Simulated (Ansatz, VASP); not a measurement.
## Cd: VASP beside Ansatz

```
Cd
1.0
     0.00000    3.28338    3.28338
     3.28338    0.00000    3.28338
     3.28338    3.28338    0.00000
Cd
2
Direct
  0.00000 0.00000 0.00000
  0.25000 0.25000 0.25000
```

Change from the starting cell: volume scaled by 0.95.

Alike in both runs: task single point; functional PBE; k mesh 9 × 9 × 9; occupations fermi-dirac, width 0.08 eV; no spin polarisation.

|  | VASP | Ansatz |
| --- | --- | --- |
| version | VASP 6.6.1 | Ansatz 0.2.0 |
| potentials or method | VASP PAW PBE potentials, release 64 (Cd), cutoff 520 eV | all-electron LAPW, scalar-relativistic |

```csv
,VASP,Ansatz,Ansatz less VASP
pressure (GPa),1.0,0.8,-0.16
```

Ansatz ran all-electron here, and VASP with PAW potentials.
